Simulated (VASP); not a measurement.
Here is a VASP 6.6.1 calculation.

Contents of INCAR:

```
SYSTEM = P
PREC     = Accurate       ! precision mode
ENCUT    = 520            ! plane-wave cutoff, eV
EDIFF    = 1E-6           ! SCF threshold, eV
ISMEAR   = 0              ! smearing method
SIGMA    = 0.05           ! smearing width, eV
LREAL    = .False.        ! projectors in reciprocal space
LASPH    = .True.         ! aspherical terms in the spheres
NELM     = 100            ! most SCF steps
ALGO     = Normal         ! electronic algorithm
ISIF     = 2              ! what is computed and relaxed
LWAVE    = .False.        ! write WAVECAR
LCHARG   = .True.         ! write CHGCAR
LDIPOL   = .True.       
IDIPOL   = 3            
DIPOL    = 0.5 0.5 0.414
GGA      = PE             ! functional
IVDW     = 12             ! dispersion correction
LELF     = .True.         ! ELF
LVHAR    = .True.       
LVACPOTAV= .True.       
NBANDS   = 30             ! bands
```

File KPOINTS:

```
regular mesh
0
Gamma
  8 6 1
  0 0 0
```

Contents of POSCAR:

```
P
1.0
    3.2961869271      0.0000000000      0.0000000000
    0.0000000000      4.4391555608      0.0000000000
    0.0000000000      0.0000000000     21.7461973993
P
8
Direct
    0.5000000000      0.9174951521      0.2069327302
    0.0000000000      0.5825048479      0.2069327302
    0.5000000000      0.0825048479      0.3045635326
    0.0000000000      0.4174951521      0.3045635326
    0.7500000000      0.3325048479      0.5234523761
    0.2500000000     -0.0024854563      0.5234523761
    0.7500000000     -0.5024854563      0.6210831784
    0.2500000000     -0.1674951521      0.6210831784
```

Potentials or basis: VASP PAW PBE potentials, release 64 (P).

The run is started by

```console
$ cat potpaw_PBE.64/P/POTCAR > POTCAR
$ mpirun -np 1 vasp_std > vasp.out
```

Predict the dispersion energy per atom.

-0.265 eV.

Predict the largest force.

0.065 eV/Å.

Predict the band gap on the k mesh.

0.53 eV.

Forces on the atoms (eV/Å):
```
P    0.000 -0.030  0.057
P    0.000  0.028  0.052
P    0.000  0.030  0.002
P    0.000 -0.026 -0.002
P    0.000 -0.030 -0.002
P    0.000  0.026  0.002
P    0.000  0.030 -0.057
P    0.000 -0.028 -0.052
```

Caveat: the cell differs from its parent crystal (layers slid over each other).
